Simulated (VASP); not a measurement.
Crystal: TiC.

```
Ti C
1.0
     0.00000    2.19422    2.19422
     2.19422    0.00000    2.19422
     2.19422    2.19422    0.00000
Ti C
1 1
Direct
  0.00000 0.00000 0.00000
  0.50000 0.50000 0.50000
```

Base run:

```yaml
Program: VASP 6.6.1
Functional: r2SCAN
Potentials_or_basis: VASP PAW PBE potentials, release 64 (Ti_sv, C)
Cutoff: 520 eV
k_mesh: 11 × 11 × 11
Occupations: fermi-dirac, width 0.05 eV
Spin: no spin polarisation
```

Its results: band gap on the k mesh zero (band 8 reaches 9.88 eV, above the bottom of band 9 at 8.57 eV); pressure -9.2 GPa.

Task: The run is repeated on the same cell with these changes: functional from r2SCAN to PBE0; k mesh from 11 × 11 × 11 to 6 × 6 × 6. What comes out?

Result: Band gap on the k mesh zero (band 8 reaches 10.51 eV, above the bottom of band 9 at 8.06 eV); pressure -14.8 GPa.

Several settings changed at once, so the effect can't be laid on one alone.

Caveats: some runs use coarse meshes; the PAW data sets were made with another functional, which shifts forces and pressure a little.
